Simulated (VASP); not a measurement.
# PbS (R3m) in VASP: notebook

The runs below take PbS through single point, with PBE+D3(BJ), PBE.

Everything below comes from runs of VASP 6.6.1. Logs are shortened: lines on timing, memory, paths and dates and some standing lists are left out, and cuts for length are marked.

**1. The cell of the first run**

The structure is trigonal, space group R3m (No. 160). Conventional cell: a = 4.225 Å, b = 4.225 Å, c = 10.356 Å, α = 90.00°, β = 90.00°, γ = 120.00°. Within 3.9 Å of Pb (site symmetry 3m) lie 6 S at 2.96 to 3.02 Å. Within 3.9 Å of S (site symmetry 3m) lie 6 Pb at 2.96 to 3.02 Å.

**2. Single point, PBE+D3(BJ)**

Contents of INCAR:

```
SYSTEM = PbS
PREC = Accurate
ENCUT = 520
EDIFF = 1E-7
ISMEAR = 0
SIGMA = 0.1
LREAL = .False.
LASPH = .True.
NELM = 100
ALGO = Normal
ISIF = 2
LWAVE = .False.
LCHARG = .False.
GGA = PE
IVDW = 12
NBANDS = 17
```

Contents of KPOINTS:

```
Automatic mesh
0
Gamma
  6 6 6
  0 0 0
```

Contents of POSCAR:

```
PbS
1.0
    2.1126617058      1.2197458045      3.4519162518
   -2.1126617058      1.2197458045      3.4519162518
    0.0000000000     -2.4394916091      3.4519162518
Pb S
1 1
Direct
    0.9805657800      0.9805657800      0.9805657800
    0.4750355500      0.4750355500      0.4750355500
```

Potentials or basis: VASP PAW PBE potentials, release 64 (Pb_d, S).

On the command line:

```console
$ cat potpaw_PBE.64/Pb_d/POTCAR potpaw_PBE.64/S/POTCAR > POTCAR
$ mpirun -np 1 vasp_std > vasp.out
```

OUTCAR:

```text
SYSTEM = PbS
   PREC = Accurate
   ENCUT = 520
   EDIFF = 1E-7
   ISMEAR = 0
   LREAL = .False.
   LASPH = .True.
   NELM = 100
   ISIF = 2
   GGA = PE
   IVDW = 12
 IVDW          = 12

 ion  position               nearest neighbor table
   1  0.981  0.981  0.981-   2 2.96   2 2.96   2 2.96   2 3.02   2 3.02   2 3.02
   2  0.475  0.475  0.475-   1 2.96   1 2.96   1 2.96   1 3.02   1 3.02   1 3.02

  LATTYP: Found a trigonal (rhomboedric) cell.
 ALAT       =     4.2269191050
 COS(alpha) =     0.5003774362

  Lattice vectors:

 A1 = (   2.1126617058,   1.2197458045,   3.4519162518)
 A2 = (  -2.1126617058,   1.2197458045,   3.4519162518)
 A3 = (   0.0000000000,  -2.4394916091,   3.4519162518)

Analysis of symmetry for initial positions (statically):
=====================================================================
 Subroutine PRICEL returns:
 Original cell was already a primitive cell.

 Routine SETGRP: Setting up the symmetry group for a
 trigonal (rhombohedral) supercell.

 Subroutine GETGRP returns: Found  6 space group operations
 (whereof  6 operations were pure point group operations)
 out of a pool of 12 trial point group operations.

The static configuration has the point symmetry C_3v.

Analysis of symmetry for dynamics (positions and initial velocities):
=====================================================================
 Subroutine PRICEL returns:
 Original cell was already a primitive cell.

 Routine SETGRP: Setting up the symmetry group for a
 trigonal (rhombohedral) supercell.

 Subroutine GETGRP returns: Found  6 space group operations
 (whereof  6 operations were pure point group operations)
 out of a pool of 12 trial point group operations.

The dynamic configuration has the point symmetry C_3v.

 Subroutine INISYM returns: Found  6 space group operations
 (whereof  6 operations are pure point group operations),
 and found     1 'primitive' translations

----------------------------------------------------------------------------------------

                                     Primitive cell

  volume of cell :      53.3717

  direct lattice vectors                    reciprocal lattice vectors
     2.112661706  1.219745805  3.451916252     0.236668274  0.136640492  0.096564722
    -2.112661706  1.219745805  3.451916252    -0.236668274  0.136640492  0.096564722
     0.000000000 -2.439491609  3.451916252     0.000000000 -0.273280984  0.096564722

  length of vectors
     4.226919105  4.226919105  4.226919105     0.289840028  0.289840028  0.289840028

  position of ions in fractional coordinates (direct lattice)
     0.980565780  0.980565780  0.980565780
     0.475035550  0.475035550  0.475035550

  ion indices of the primitive-cell ions
   primitive index   ion index
                 1           1
                 2           2

----------------------------------------------------------------------------------------

 KPOINTS: Automatic mesh

Automatic generation of k-mesh.
 Grid dimensions read from file:
 generate k-points for:    6    6    6

 Generating k-lattice:

  Cartesian coordinates                     Fractional coordinates (reciprocal lattice)
     0.039444712  0.022773415  0.016094120     0.166666667  0.000000000  0.000000000
    -0.039444712  0.022773415  0.016094120     0.000000000  0.166666667  0.000000000
     0.000000000 -0.045546831  0.016094120     0.000000000  0.000000000  0.166666667

  Length of vectors
     0.048306671  0.048306671  0.048306671

  Shift w.r.t. Gamma in fractional coordinates (k-lattice)
     0.000000000  0.000000000  0.000000000

 Subroutine IBZKPT returns following result:
 ===========================================

 Found     32 irreducible k-points:

 Following reciprocal coordinates:
            Coordinates               Weight
  0.000000  0.000000  0.000000      1.000000
  0.166667 -0.000000  0.000000      6.000000
  0.333333 -0.000000 -0.000000      6.000000
  0.500000  0.000000  0.000000      3.000000
  0.166667  0.166667 -0.000000      6.000000
  0.333333  0.166667 -0.000000     12.000000
[... 16 lines left out ...]
  0.500000  0.500000  0.166667      6.000000
 -0.333333  0.500000  0.166667     12.000000
 [... further k-points ...]
   k-points           NKPTS =     32   k-points in BZ     NKDIM =     32   number of bands    NBANDS=     17
   number of dos      NEDOS =    301   number of ions     NIONS =      2
   total plane-waves  NPLWV =  32768
   dimension x,y,z NGX =    32 NGY =   32 NGZ =   32
   dimension x,y,z NGXF=    64 NGYF=   64 NGZF=   64
   ions per type =               1   1
   NGX,Y,Z   is equivalent  to a cutoff of  12.59, 12.59, 12.59 a.u.
   NGXF,Y,Z  is equivalent  to a cutoff of  25.17, 25.17, 25.17 a.u.
 SYSTEM =  PbS
   PREC   = accura    normal or accurate (medium, high low for compatibility)
   ISTART =      0    job   : 0-new  1-cont  2-samecut
   ICHARG =      2    charge: 1-file 2-atom 10-const
   ISPIN  =      1    spin polarized calculation?
   LNONCOLLINEAR =      F non collinear calculations
   LSORBIT =      F    spin-orbit coupling
   LASPH  =      T    aspherical Exc in radial PAW
   ENCUT  =  520.0 eV  38.22 Ry    6.18 a.u.   7.86  7.86  7.86*2*pi/ulx,y,z
   NELM   =    100;   NELMIN=  2; NELMDL= -5     # of ELM steps
   EDIFF  = 0.1E-06   stopping-criterion for ELM
   LREAL  =      F    real-space projection
   EDIFFG = 0.1E-05   stopping-criterion for IOM
   NSW    =      0    number of steps for IOM
   IBRION =     -1    ionic relax: 0-MD 1-quasi-New 2-CG
   NFREE  =      0    steps in history (QN), initial steepest desc. (CG)
   ISIF   =      2    stress and relaxation
   ISYM   =      2    0-nonsym 1-usesym 2-fastsym
   POTIM  = 0.5000    time-step for ionic-motion
   TEBEG  =    0.0;   TEEND  =   0.0 temperature during run
   PSTRESS=    0.0 pullay stress
   NELECT =      20.0000    total number of electrons
   NUPDOWN=      -1.0000    fix difference up-down
   EMIN   =  10.00;   EMAX   =-10.00  energy-range for DOS
   EFERMI =   0.00;   METHOD = LEGACY
   ISMEAR =     0;   SIGMA  =   0.10  broadening in eV -4-tet -1-fermi 0-gaus
   EFERMI_NEDOS =   21; number of points for ismear=-14 and -15
   IALGO  =     38    algorithm
   IMIX   =      4    mixing-type and parameters
     AMIX     =   0.40;   BMIX     =  1.00
     AMIX_MAG =   1.60;   BMIX_MAG =  1.00
  volume/ion in A,a.u.               =      26.69       180.08
  Fermi-wavevector in a.u.,A,eV,Ry     =   1.180270  2.230386 18.953411  1.393036
  Thomas-Fermi vector in A             =   2.316565
   LORBIT       =      0    0 simple, 1 ext, 2 COOP (PROOUT), +10 PAW based schemes
   GGA     = PE    functional components
   LHFCALC =     F    Hartree Fock is set to
   AEXX    =    0.0000 exact exchange contribution
   IVDW    =    12    specifies the selected vdW correction
   LEPSILON=     F    determine dielectric tensor
   LRPA    =     F    only Hartree local field effects (RPA)
 non-spin polarized calculation
 Gauss-broadening in eV      SIGMA  =   0.10
  energy-cutoff  :      520.00
  volume of cell :       53.37
 maximum number of plane-waves:      1459
   NGX = 15   NGY = 15   NGZ = 15

 number of electron      20.0000002 magnetization

 Free energy of the ion-electron system (eV)
  ---------------------------------------------------
  ext. energy  EPLUGINS =         0.00000000
  ---------------------------------------------------
  free energy    TOTEN  =        -8.76865745 eV

  energy without entropy =       -8.76864921  energy(sigma->0) =       -8.76865333

 E-fermi :   5.7247     XC(G=0):  -9.5760

 val. band max:        5.4940931995   @ k =   0.5000   0.0000   0.0000
 cond. band min:       5.9552554570   @ k =   0.5000   0.0000   0.0000
 fundamental gap:      0.4611622575
 Fermi energy:         5.7246670710

 k-point     1 :       0.0000    0.0000    0.0000
  band No.  band energies     occupation
      1     -11.2605      2.00000
      2     -11.2602      2.00000
      3     -11.2602      2.00000
      4     -11.2438      2.00000
      5     -11.2438      2.00000
      6      -7.8750      2.00000
[... 9 lines left out ...]
     16      12.3425      0.00000
     17      14.2482      0.00000

 k-point     2 :       0.1667   -0.0000    0.0000
  band No.  band energies     occupation
      1     -11.2592      2.00000
      2     -11.2576      2.00000
      3     -11.2573      2.00000
      4     -11.2430      2.00000
      5     -11.2429      2.00000
      6      -7.6499      2.00000
[... 9 lines left out ...]
     16      12.9110      0.00000
     17      16.0085      0.00000

 k-point     3 :       0.3333   -0.0000   -0.0000
  band No.  band energies     occupation
      1     -11.2687      2.00000
      2     -11.2680      2.00000
      3     -11.2573      2.00000
      4     -11.2252      2.00000
      5     -11.2250      2.00000
      6      -7.0825      2.00000
[... 9 lines left out ...]
     16      14.2972      0.00000
     17      17.6631      0.00000

 k-point     4 :       0.5000    0.0000    0.0000
  band No.  band energies     occupation
      1     -11.2753      2.00000
      2     -11.2745      2.00000
      3     -11.2568      2.00000
      4     -11.2151      2.00000
      5     -11.2148      2.00000
      6      -6.6887      2.00000
[... 9 lines left out ...]
     16      15.6859      0.00000
     17      16.0297      0.00000

 k-point     5 :       0.1667    0.1667   -0.0000
  band No.  band energies     occupation
      1     -11.2660      2.00000
      2     -11.2648      2.00000
      3     -11.2468      2.00000
      4     -11.2467      2.00000
      5     -11.2378      2.00000
      6      -7.5701      2.00000
[... 9 lines left out ...]
     16      14.0578      0.00000
     17      14.9866      0.00000

 k-point     6 :       0.3333    0.1667   -0.0000
  band No.  band energies     occupation
      1     -11.2882      2.00000
      2     -11.2643      2.00000
      3     -11.2493      2.00000
      4     -11.2344      2.00000
      5     -11.2218      2.00000
      6      -7.1042      2.00000
[... 9 lines left out ...]
     16      15.1728      0.00000
     17      16.8902      0.00000

 k-point     7 :       0.5000    0.1667    0.0000
  band No.  band energies     occupation
      1     -11.2969      2.00000
      2     -11.2605      2.00000
      3     -11.2531      2.00000
      4     -11.2279      2.00000
      5     -11.2133      2.00000
      6      -6.6023      2.00000
[... 9 lines left out ...]
     16      15.9559      0.00000
     17      16.3622      0.00000

 k-point     8 :      -0.3333    0.1667    0.0000
  band No.  band energies     occupation
      1     -11.2844      2.00000
      2     -11.2639      2.00000
      3     -11.2504      2.00000
      4     -11.2262      2.00000
      5     -11.2253      2.00000
      6      -6.7380      2.00000
[... 9 lines left out ...]
     16      15.5423      0.00000
     17      16.6810      0.00000
[... 203 lines left out ...]
      1     -11.2881      2.00000
      2     -11.2643      2.00000
      3     -11.2493      2.00000
      4     -11.2345      2.00000
      5     -11.2218      2.00000
      6      -7.1060      2.00000
[... 9 lines left out ...]
     16      15.1774      0.00000
     17      16.8934      0.00000

 k-point    20 :       0.5000    0.3333    0.1667
  band No.  band energies     occupation
      1     -11.3138      2.00000
      2     -11.2609      2.00000
      3     -11.2486      2.00000
      4     -11.2223      2.00000
      5     -11.2195      2.00000
      6      -6.6487      2.00000
[... 9 lines left out ...]
     16      16.1199      0.00000
     17      16.4518      0.00000

 k-point    21 :      -0.3333    0.3333    0.1667
  band No.  band energies     occupation
      1     -11.3234      2.00000
      2     -11.2538      2.00000
      3     -11.2405      2.00000
      4     -11.2395      2.00000
      5     -11.2109      2.00000
      6      -6.3709      2.00000
[... 9 lines left out ...]
     16      16.9248      0.00000
     17      17.2562      0.00000

 k-point    22 :      -0.1667    0.3333    0.1667
  band No.  band energies     occupation
      1     -11.3139      2.00000
      2     -11.2609      2.00000
      3     -11.2486      2.00000
      4     -11.2221      2.00000
      5     -11.2195      2.00000
      6      -6.6463      2.00000
[... 9 lines left out ...]
     16      16.1194      0.00000
     17      16.4525      0.00000

 k-point    23 :       0.5000    0.5000    0.1667
  band No.  band energies     occupation
      1     -11.3518      2.00000
      2     -11.2723      2.00000
      3     -11.2319      2.00000
      4     -11.2152      2.00000
      5     -11.2090      2.00000
      6      -6.4091      2.00000
[... 9 lines left out ...]
     16      16.8755      0.00000
     17      17.2982      0.00000

 k-point    24 :      -0.3333    0.5000    0.1667
  band No.  band energies     occupation
      1     -11.3529      2.00000
      2     -11.2644      2.00000
      3     -11.2350      2.00000
      4     -11.2250      2.00000
      5     -11.2044      2.00000
      6      -6.2669      2.00000
[... 9 lines left out ...]
     16      17.2981      0.00000
     17      17.7856      0.00000

 [... further k-points ...]

------------------------ aborting loop because EDIFF is reached ----------------------------------------

 Edisp (eV)   -0.67863

 E8    (eV) :    -0.3058

  FORCE on cell =-STRESS in cart. coord.  units (eV):
  Direction    XX          YY          ZZ          XY          YZ          ZX
  --------------------------------------------------------------------------------------
  -------------------------------------------------------------------------------------
  Total      -0.41053    -0.41053    -0.40680     0.00000     0.00000     0.00000
  in kB     -12.32385   -12.32385   -12.21181     0.00000     0.00000     0.00000
  external pressure =      -12.29 kB  Pullay stress =        0.00 kB

 VOLUME and BASIS-vectors are now :
 -----------------------------------------------------------------------------
  energy-cutoff  :      520.00
  volume of cell :       53.37
      direct lattice vectors                 reciprocal lattice vectors
     2.112661706  1.219745805  3.451916252     0.236668274  0.136640492  0.096564722
    -2.112661706  1.219745805  3.451916252    -0.236668274  0.136640492  0.096564722
     0.000000000 -2.439491609  3.451916252     0.000000000 -0.273280984  0.096564722

 POSITION                                       TOTAL-FORCE (eV/Angst)
 -----------------------------------------------------------------------------------
      0.00000     -0.00000     10.15449         0.000000      0.000000     -0.011840
      0.00000     -0.00000      4.91935         0.000000     -0.000000      0.011840
 -----------------------------------------------------------------------------------
    total drift:                                0.000000     -0.000000     -0.000031

  FREE ENERGIE OF THE ION-ELECTRON SYSTEM (eV)
  ---------------------------------------------------
  free  energy   TOTEN  =        -9.4472900723 eV

  energy  without entropy=       -9.4472818313  energy(sigma->0) =       -9.44728595
```

Run time: 35 s. Hardware: 1 thread of Intel Xeon 8259CL, shared host; peak memory 0.2 GiB.

Results:

- Free energy: -9.4473 eV
- Pressure: -1.2 GPa
- Largest force: 0.012 eV/Å
- Band gap on the k mesh: 0.46 eV, direct
- Dispersion energy per atom: -0.339 eV

Forces on the atoms (eV/Å):
```
Pb   0.000  0.000 -0.012
S    0.000  0.000  0.012
```

Levels at points of the mesh, in eV from the valence-band top:
```tsv
k point	band 7	band 8	band 9	band 10	band 11	band 12	band 13	band 14
(0.00, 0.00, 0.00)	-6.04	-2.03	-2.03	-2.03	5.14	5.17	5.17	6.83
(0.50, 0.00, 0.00)	-8.69	-1.67	-1.67	0.00	0.46	2.05	2.06	8.66
(0.50, 0.50, 0.00)	-7.14	-4.97	-3.27	-3.26	3.97	5.53	5.63	5.65
(0.50, 0.50, 0.50)	-8.68	-1.66	-1.66	-0.03	0.49	2.05	2.05	8.65
```

Caveat: spin-orbit coupling is left out, which moves the levels of the heavy elements. A k mesh can miss the band edges.

**3. Single point, PBE**

Contents of INCAR:

```
SYSTEM = PbS
  PREC = Accurate
  ENCUT = 500
  EDIFF = 1E-6
  ISMEAR = 0
  SIGMA = 0.1
  LREAL = .False.
  LASPH = .True.
  NELM = 120
  ALGO = Normal
  ISIF = 2
  LWAVE = .False.
  LCHARG = .False.
  GGA = PE
  ISYM = 0
  NBANDS = 17
  GGA_COMPAT = .False.
```

Contents of KPOINTS:

```
Automatic mesh
0
Gamma
  2 1 3
  0 0 0.5
```

POSCAR is that of step 2.

Potentials or basis: VASP PAW PBE potentials, release 64 (Pb_d, S).

On the command line:

```console
$ cat potpaw_PBE.64/Pb_d/POTCAR potpaw_PBE.64/S/POTCAR > POTCAR
$ mpirun -np 1 vasp_std > vasp.out
```

It took 10 s on 1 thread of AMD EPYC 7R13, shared host; peak memory 0.14 GiB.

It converged, with:

```
Free energy            : -7.0924 eV
Pressure               : 7.8 GPa
Largest force          : 0.165 eV/Å
Band gap on the k mesh : 0.33 eV, direct
```

Forces in eV/Å, atoms in the order of the input:
```
Pb  -0.029 -0.092  0.133
S    0.029  0.092 -0.133
```

Stress tensor (GPa, compression positive):
```
 6.37 -1.40 -7.30
-1.40  4.05  4.41
-7.30  4.41 13.08
```

Levels at points of the mesh, in eV from the valence-band top:
| k point | band 8 | band 9 | band 10 | band 11 | band 12 | band 13 |
| --- | --- | --- | --- | --- | --- | --- |
| (0.00, 0.00, 0.50) | -1.55 | -1.51 | 0.00 | 0.33 | 1.79 | 1.86 |
| (0.50, 0.00, 0.50) | -5.02 | -3.28 | -3.24 | 3.88 | 5.50 | 5.54 |

Caveat: the k points lie up to 1.82 Å⁻¹ apart; spin-orbit coupling is left out, which moves the levels of the heavy elements. A k mesh can miss the band edges.

(Part 1 of 2 ends here.)
